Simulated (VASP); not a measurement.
# SrO (Fm-3m) in VASP: further runs

The runs below take SrO through relaxation of cell and atoms, electrostatic potential, with r2SCAN+rVV10, HSE06.

Program: VASP 6.6.1. These are calculated values, not measurements. Logs are shortened: lines on timing, memory, paths and dates and some standing lists are left out, and cuts for length are marked.

## (1) The cell of the first run

The structure is cubic, space group Fm-3m (No. 225). The conventional cell has a = 5.130 Å, b = 5.130 Å, c = 5.130 Å, α = 90.00°, β = 90.00°, γ = 90.00°. Within 3.4 Å of Sr (site symmetry m-3m) lie 6 O at 2.56 Å. O (site symmetry m-3m) has 6 Sr at 2.56 Å within 3.4 Å.

## (2) Relaxation of cell and atoms, r2SCAN+rVV10

Contents of INCAR:

```
  PREC = Accurate
  ENCUT = 600
  EDIFF = 1E-7
  ISMEAR = 0
  SIGMA = 0.02
  LREAL = False
  LASPH = True
  NELM = 120
  ALGO = Normal
  ISIF = 3
  LWAVE = False
  LCHARG = False
  METAGGA = R2SCAN
  LMIXTAU = True
  LUSE_VDW = True
  IVDW_NL = 2
  BPARAM = 11.95
  CPARAM = 0.0093
  IBRION = 2
  NSW = 40
  EDIFFG = -0.005
  KPAR = 4
```

Contents of KPOINTS:

```
Automatic mesh
0
Gamma
  10 10 10
```

Contents of POSCAR:

```
SrO
1.0
    0.0000000000      2.5650000000      2.5650000000
    2.5650000000      0.0000000000      2.5650000000
    2.5650000000      2.5650000000      0.0000000000
Sr O
1 1
Direct
    0.0000000000      0.0000000000      0.0000000000
    0.5000000000      0.5000000000      0.5000000000
```

Potentials or basis: VASP PAW PBE potentials, release 64 (Sr_sv, O).

Command:

```console
$ cat potpaw_PBE.64/Sr_sv/POTCAR potpaw_PBE.64/O/POTCAR > POTCAR
$ mpirun -np 4 vasp_std > vasp.out
```

OUTCAR:

```text
PREC = Accurate
   ENCUT = 600
   EDIFF = 1E-7
   ISMEAR = 0
   LREAL = False
   LASPH = True
   NELM = 120
   ISIF = 3
   METAGGA = R2SCAN
   IVDW_NL = 2
   BPARAM = 11.95
   IBRION = 2
   NSW = 40
   EDIFFG = -0.005

 ion  position               nearest neighbor table
   1  0.000  0.000  0.000-   2 2.56   2 2.56   2 2.56   2 2.56   2 2.56   2 2.56
   2  0.500  0.500  0.500-   1 2.56   1 2.56   1 2.56   1 2.56   1 2.56   1 2.56

  LATTYP: Found a face centered cubic cell.
 ALAT       =     5.1300000000

  Lattice vectors:

 A1 = (   0.0000000000,   2.5650000000,   2.5650000000)
 A2 = (   2.5650000000,   0.0000000000,   2.5650000000)
 A3 = (   2.5650000000,   2.5650000000,   0.0000000000)

Analysis of symmetry for initial positions (statically):
=====================================================================
 Subroutine PRICEL returns:
 Original cell was already a primitive cell.

 Routine SETGRP: Setting up the symmetry group for a
 face centered cubic supercell.

 Subroutine GETGRP returns: Found 48 space group operations
 (whereof 48 operations were pure point group operations)
 out of a pool of 48 trial point group operations.

The static configuration has the point symmetry O_h .

Analysis of symmetry for dynamics (positions and initial velocities):
=====================================================================
 Subroutine PRICEL returns:
 Original cell was already a primitive cell.

 Routine SETGRP: Setting up the symmetry group for a
 face centered cubic supercell.

 Subroutine GETGRP returns: Found 48 space group operations
 (whereof 48 operations were pure point group operations)
 out of a pool of 48 trial point group operations.

The dynamic configuration has the point symmetry O_h .

 Subroutine INISYM returns: Found 48 space group operations
 (whereof 48 operations are pure point group operations),
 and found     1 'primitive' translations

----------------------------------------------------------------------------------------

                                     Primitive cell

  volume of cell :      33.7514

  direct lattice vectors                    reciprocal lattice vectors
     0.000000000  2.565000000  2.565000000    -0.194931774  0.194931774  0.194931774
     2.565000000  0.000000000  2.565000000     0.194931774 -0.194931774  0.194931774
     2.565000000  2.565000000  0.000000000     0.194931774  0.194931774 -0.194931774

  length of vectors
     3.627457787  3.627457787  3.627457787     0.337631736  0.337631736  0.337631736

  position of ions in fractional coordinates (direct lattice)
[... 104 lines left out ...]
   METAGGA = R2SCAN    functional components
   LHFCALC =     F    Hartree Fock is set to
   AEXX    =    0.0000 exact exchange contribution
   IVDW_NL    =     2    kernel type
   BPARAM     =11.9500
   IVDW    =     0    specifies the selected vdW correction
   LEPSILON=     F    determine dielectric tensor
   LRPA    =     F    only Hartree local field effects (RPA)
 conjugate gradient relaxation of ions
 non-spin polarized calculation
 Gauss-broadening in eV      SIGMA  =   0.02
  energy-cutoff  :      600.00
  volume of cell :       33.75
 maximum number of plane-waves:      1158
 NGX is ok and might be reduce to    30
   NGX = 15   NGY = 15   NGZ = 15

--------------------------------------- Ionic step        1  -------------------------------------------

 number of electron      15.9999997 magnetization

 Free energy of the ion-electron system (eV)
  ---------------------------------------------------
  ext. energy  EPLUGINS =         0.00000000
  ---------------------------------------------------
  free energy    TOTEN  =       -26.65812335 eV

  energy without entropy =      -26.65812335  energy(sigma->0) =      -26.65812335

------------------------ aborting loop because EDIFF is reached ----------------------------------------

  FORCE on cell =-STRESS in cart. coord.  units (eV):
  Direction    XX          YY          ZZ          XY          YZ          ZX
  --------------------------------------------------------------------------------------
  -------------------------------------------------------------------------------------
  Total        0.2535575      0.2535575      0.2535575      0.0000000      0.0000000      0.0000000
  in kB       12.0363552     12.0363552     12.0363552      0.0000000      0.0000000      0.0000000
  external PRESSURE =      12.0363552 kB  Pullay stress =       0.0000000 kB
[... 59 lines left out ...]
--------------------------------------- Ionic step        3  -------------------------------------------

 number of electron      15.9999997 magnetization

 Free energy of the ion-electron system (eV)
  ---------------------------------------------------
  ext. energy  EPLUGINS =         0.00000000
  ---------------------------------------------------
  free energy    TOTEN  =       -26.65965716 eV

  energy without entropy =      -26.65965716  energy(sigma->0) =      -26.65965716

 E-fermi :   1.3883     XC(G=0): -10.6170

 val. band max:        1.2927558059   @ k =   0.0000   0.0000   0.0000
 cond. band min:       4.9939666033   @ k =   0.5000   0.5000   0.0000
 fundamental gap:      3.7012107974
 Fermi energy:         1.3882945133

 k-point     1 :       0.0000    0.0000    0.0000
  band No.  band energies     occupation
      1     -32.1542      2.00000
      2     -14.7285      2.00000
      3     -13.1849      2.00000
      4     -13.1849      2.00000
      5     -13.1849      2.00000
      6       1.2928      2.00000
      7       1.2928      2.00000
      8       1.2928      2.00000
      9       5.8446      0.00000
     10       8.0421      0.00000
     11       8.0421      0.00000
     12       8.0421      0.00000
[... 331 lines left out ...]
 k-point    24 :       0.4000    0.3000    0.0000
  band No.  band energies     occupation
      1     -32.0113      2.00000
      2     -15.3207      2.00000
      3     -13.5311      2.00000
      4     -13.4554      2.00000
      5     -13.1047      2.00000
      6       0.2392      2.00000
      7       0.9910      2.00000
      8       1.0629      2.00000
      9       5.6852      0.00000
     10       9.0953      0.00000
     11      11.4173      0.00000
     12      11.6403      0.00000

 [... further k-points ...]

------------------------ aborting loop because EDIFF is reached ----------------------------------------

  FORCE on cell =-STRESS in cart. coord.  units (eV):
  Direction    XX          YY          ZZ          XY          YZ          ZX
  --------------------------------------------------------------------------------------
  -------------------------------------------------------------------------------------
  Total        0.0003561      0.0003561      0.0003561      0.0000000      0.0000000      0.0000000
  in kB        0.0166973      0.0166973      0.0166973      0.0000000      0.0000000      0.0000000
  external PRESSURE =       0.0166973 kB  Pullay stress =       0.0000000 kB
[... 17 lines left out ...]
  FREE ENERGIE OF THE ION-ELECTRON SYSTEM (eV)
  ---------------------------------------------------
  free  energy   TOTEN  =       -26.6596571620 eV

  energy  without entropy=      -26.6596571620  energy(sigma->0) =      -26.65965716

 reached required accuracy - stopping structural energy minimisation
```

OSZICAR:

```text
N       E                     dE             d eps       ncg     rms          rms(c)
DAV:   1     0.685373285457E+02    0.68537E+02   -0.97070E+03  1128   0.149E+03
DAV:   2    -0.298063273557E+02   -0.98344E+02   -0.90353E+02  1528   0.276E+02
DAV:   3    -0.341671669187E+02   -0.43608E+01   -0.43076E+01  1512   0.561E+01
DAV:   4    -0.343123527586E+02   -0.14519E+00   -0.14510E+00  1580   0.896E+00
[... 51 lines left out ...]
DAV:  10    -0.266596563677E+02   -0.31897E-05   -0.24069E-07  1256   0.643E-03    0.409E-04
DAV:  11    -0.266596571287E+02   -0.76096E-06   -0.12173E-07   768   0.496E-03    0.175E-04
DAV:  12    -0.266596572725E+02   -0.14382E-06   -0.18080E-08   576   0.147E-03    0.220E-04
DAV:  13    -0.266596571583E+02    0.11423E-06   -0.25823E-09   564   0.415E-04    0.234E-04
DAV:  14    -0.266596571620E+02   -0.37703E-08   -0.11926E-09   564   0.239E-04
   3 F= -.26659657E+02 E0= -.26659657E+02  d E =-.153381E-02
```

CONTCAR:

```text
SrO
   1.00000000000000
     0.0000000000000000    2.5754250918327766    2.5754250918327766
     2.5754250918327766    0.0000000000000000    2.5754250918327766
     2.5754250918327766    2.5754250918327766    0.0000000000000000
  Sr              O
     1     1
Direct
     0.0000000000000000    0.0000000000000000    0.0000000000000000
     0.5000000000000000    0.5000000000000000    0.5000000000000000

  0.00000000E+00  0.00000000E+00  0.00000000E+00
  0.00000000E+00  0.00000000E+00  0.00000000E+00
```

It took 2.9 min on 4 MPI ranks of Intel Xeon 6975P-C (Granite Rapids), shared host; peak memory 0.29 GiB.

Results:

* Free energy: -26.6597 eV
* Relaxed volume: 17.08 Å³/atom
* Relaxed cell: a = 3.642 Å, b = 3.642 Å, c = 3.642 Å, α = 60.00°, β = 60.00°, γ = 60.00°
* Space group after relaxing (to 0.1 Å): Fm-3m (No. 225)
* Energy gained by relaxing: 0.8 meV/atom
* Ionic steps: 3
* Pressure after relaxing: 0.0 GPa
* Band gap on the k mesh: 3.70 eV (least direct gap 3.79 eV)

The path:
| step | energy change (eV) | largest force (eV/Å) | pressure (GPa) | volume (Å³) |
| --- | --- | --- | --- | --- |
| 1 | 0.0000 | 0.0000 | 1.20 | 33.75 |
| 2 | -0.0012 | 0.0000 | -0.58 | 34.37 |
| 3 | -0.0015 | 0.0000 | 0.00 | 34.16 |

Final structure:
```cif
data_structure
_symmetry_space_group_name_H-M 'P 1'
_symmetry_Int_Tables_number 1
_cell_length_a 3.6422
_cell_length_b 3.6422
_cell_length_c 3.6422
_cell_angle_alpha 60.000
_cell_angle_beta 60.000
_cell_angle_gamma 60.000
_cell_volume 34.16
loop_
_atom_site_label
_atom_site_type_symbol
_atom_site_fract_x
_atom_site_fract_y
_atom_site_fract_z
_atom_site_occupancy
Sr1 Sr 0.00000 0.00000 0.00000 1
O1 O 0.50000 0.50000 0.50000 1
```

Caveat: the PAW data sets were made with another functional, which shifts forces and pressure a little.

## (3) Electrostatic potential, r2SCAN+rVV10

This run uses another cell than the first one, of 17.08 Å³/atom.

Contents of INCAR:

```
  PREC = Accurate
  ENCUT = 520
  EDIFF = 1E-7
  ISMEAR = 0
  SIGMA = 0.02
  LREAL = F
  LASPH = T
  NELM = 100
  ALGO = Normal
  ISIF = 2
  LWAVE = F
  LCHARG = T
  METAGGA = R2SCAN
  LMIXTAU = T
  LUSE_VDW = T
  IVDW_NL = 2
  BPARAM = 11.95
  CPARAM = 0.0093
  LVHAR = T
  KPAR = 4
```

Contents of KPOINTS:

```
regular mesh
0
Gamma
  10 10 10
```

Contents of POSCAR:

```
SrO                                     
1.0
    0.0000000000      2.5754250918      2.5754250918
    2.5754250918      0.0000000000      2.5754250918
    2.5754250918      2.5754250918      0.0000000000
  Sr              O             
     1     1
Direct
     0.0000000000000000    0.0000000000000000    0.0000000000000000
     0.5000000000000000    0.5000000000000000    0.5000000000000000
```

Potentials or basis: VASP PAW PBE potentials, release 64 (Sr_sv, O).

Command:

```console
$ cat potpaw_PBE.64/Sr_sv/POTCAR potpaw_PBE.64/O/POTCAR > POTCAR
$ mpirun -np 4 vasp_std > vasp.out
```

Wall time 63 s (4 MPI ranks of Intel Xeon 6975P-C (Granite Rapids), shared host); peak memory 0.26 GiB.

It converged, with:

* Free energy: -26.6577 eV
* Pressure: 0.1 GPa
* Band gap on the k mesh: 3.70 eV (least direct gap 3.79 eV)

Levels at points of the mesh, in eV from the valence-band top:
```csv
k point,band 4,band 5,band 6,band 7,band 8,band 9,band 10,band 11,band 12
"(0.00, 0.00, 0.00)",-14.48,-14.48,0.00,0.00,0.00,4.55,6.75,6.75,6.75
"(0.50, 0.00, 0.00)",-14.55,-13.48,-2.12,-1.12,-1.12,7.06,8.96,9.45,9.45
"(0.50, 0.50, 0.00)",-14.84,-14.84,-0.44,-0.09,-0.09,3.70,8.47,10.90,11.00
```

Caveat: the PAW data sets were made with another functional, which shifts forces and pressure a little. A k mesh can miss the band edges.

(Continued in part 2 of 2.)
